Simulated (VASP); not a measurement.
Input of a VASP 6.6.1 run:

INCAR

```
SYSTEM = Sn23O47
  PREC = Accurate
  ENCUT = 520
  EDIFF = 1E-7
  ISMEAR = -1
  SIGMA = 0.05
  LREAL = Auto
  LASPH = .TRUE.
  NELM = 120
  ALGO = Normal
  ISIF = 2
  LWAVE = .FALSE.
  LCHARG = .FALSE.
  GGA = PS
  IBRION = 2
  NSW = 100
  EDIFFG = -0.03
  ISYM = -1
  GGA_COMPAT = .FALSE.
  NELMIN = 4
  KPAR = 1
```

File KPOINTS:

```
explicit points
1
Reciprocal
  0.25000000   0.25000000   0.25000000 1
```

The input POSCAR:

```
Sn23O47
1.0
    9.5380920000      0.0000000000      0.0000000000
    0.0000000000      9.5380920000      0.0000000000
    0.0000000000      0.0000000000      9.6363030000
Sn O
23 47
Direct
    0.0017590000      0.9994490000      0.9995170000
    0.0016300000      0.0018920000      0.3303110000
    0.0040150000      0.0009010000      0.6678220000
    0.0013720000      0.4994380000      0.0019260000
    0.0001110000      0.5008860000      0.3345120000
    0.9994000000      0.4985020000      0.6680520000
    0.5040270000      0.0010740000      0.9981140000
    0.4966600000      0.9990800000      0.3348830000
    0.5028900000      0.9972820000      0.6662730000
    0.4976890000      0.4979060000      0.0023160000
    0.4958020000      0.4958840000      0.6676220000
    0.2485520000      0.2491200000      0.1676460000
    0.2458440000      0.2513740000      0.4992830000
    0.2478800000      0.2466020000      0.8345990000
    0.2483150000      0.7493970000      0.1685550000
    0.2515330000      0.7513720000      0.4931100000
    0.2444450000      0.7500490000      0.8338530000
    0.7521230000      0.2493980000      0.1703570000
    0.7499530000      0.2501670000      0.4966450000
    0.7458840000      0.2524620000      0.8330980000
    0.7481390000      0.7516080000      0.1679470000
    0.7492400000      0.7499440000      0.5017590000
    0.7463510000      0.7499930000      0.8281330000
    0.1495040000      0.1557260000      0.9976710000
    0.1543420000      0.1558650000      0.3322630000
    0.1553310000      0.1516350000      0.6679280000
    0.1506330000      0.6528160000      0.0000570000
    0.1549640000      0.6486880000      0.6649130000
    0.6531880000      0.1538750000      0.9996540000
    0.6548710000      0.1536830000      0.3357480000
    0.6551480000      0.1516690000      0.6691770000
    0.6545870000      0.6515180000      0.9969420000
    0.6519080000      0.6508270000      0.3330570000
    0.6509580000      0.6523570000      0.6666060000
    0.3486030000      0.3491920000      0.0014370000
    0.3450440000      0.3473810000      0.3325300000
    0.3498810000      0.3453900000      0.6679610000
    0.3459370000      0.8455670000      0.0016010000
    0.3447250000      0.8499020000      0.3326550000
    0.3424070000      0.8468830000      0.6642140000
    0.8489420000      0.3454470000      0.0006920000
    0.8467710000      0.3448430000      0.3372090000
    0.8448230000      0.3467290000      0.6680290000
    0.8441120000      0.8448570000      0.9986720000
    0.8446520000      0.8461900000      0.3323480000
    0.8467760000      0.8464830000      0.6593300000
    0.0970680000      0.4019940000      0.1694820000
    0.0969850000      0.4054370000      0.5006430000
    0.0934380000      0.3995790000      0.8357100000
    0.0970000000      0.9025670000      0.1695920000
    0.0965330000      0.9066250000      0.4966650000
    0.0971220000      0.9048200000      0.8261830000
    0.5993260000      0.4006510000      0.1653850000
    0.5956340000      0.4039830000      0.5024000000
    0.6010970000      0.4048210000      0.8314290000
    0.5959590000      0.9038410000      0.1635790000
    0.5960410000      0.8987110000      0.4984280000
    0.5952830000      0.9023730000      0.8375990000
    0.4070900000      0.0980750000      0.1672770000
    0.4021240000      0.0961660000      0.4997450000
    0.4046060000      0.0944360000      0.8347880000
    0.4018070000      0.5987450000      0.1656220000
    0.4019270000      0.5967410000      0.4962660000
    0.4042800000      0.5947880000      0.8320850000
    0.9009750000      0.0936270000      0.1668050000
    0.8997430000      0.0933110000      0.5008580000
    0.9046080000      0.1014200000      0.8354280000
    0.9039710000      0.5950710000      0.1663290000
    0.9035180000      0.5953090000      0.4973880000
    0.9054230000      0.5978130000      0.8386460000
```

Potentials or basis: VASP PAW PBE potentials, release 64 (Sn_d, O).

Command:

```console
$ cat potpaw_PBE.64/Sn_d/POTCAR potpaw_PBE.64/O/POTCAR > POTCAR
$ mpirun -np 8 vasp_std > vasp.out
```

Question: Predict the energy gained by relaxing.

Answer: 41.3 meV/atom.

Step by step:
| step | energy change (eV) | largest force (eV/Å) | pressure (GPa) |
| --- | --- | --- | --- |
| 1 | 0.0000 | 3.3241 | 0.73 |
| 2 | -1.5339 | 3.0034 | 1.50 |
| 3 | -1.9038 | 1.4791 | 0.87 |
| 4 | -2.4497 | 0.8483 | 1.14 |
| 5 | -2.4597 | 0.8303 | 1.21 |
| 6 | -2.6890 | 0.5538 | 1.17 |
| 7 | -2.6919 | 0.6510 | 1.18 |
| 8 | -2.7835 | 0.4329 | 1.34 |
| 9 | -2.7835 | 0.4429 | 1.34 |
| 10 | -2.8321 | 0.2380 | 1.39 |
| 11 | -2.8333 | 0.2828 | 1.40 |
| 12 | -2.8631 | 0.1546 | 1.40 |
| 13 | -2.8632 | 0.1629 | 1.40 |
| 14 | -2.8750 | 0.1170 | 1.39 |
| 15 | -2.8750 | 0.1197 | 1.39 |
| 16 | -2.8812 | 0.0929 | 1.39 |
| 17 | -2.8816 | 0.1389 | 1.39 |
| 18 | -2.8863 | 0.0601 | 1.42 |
| 19 | -2.8865 | 0.0768 | 1.42 |
| 20 | -2.8892 | 0.0503 | 1.43 |
| 21 | -2.8893 | 0.0551 | 1.43 |
| 22 | -2.8907 | 0.0372 | 1.42 |
| 23 | -2.8908 | 0.0518 | 1.42 |
| 24 | -2.8915 | 0.0320 | 1.41 |
| 25 | -2.8915 | 0.0309 | 1.41 |
| 26 | -2.8920 | 0.0254 | 1.41 |

Caveat: the PAW data sets were made with another functional, which shifts forces and pressure a little.
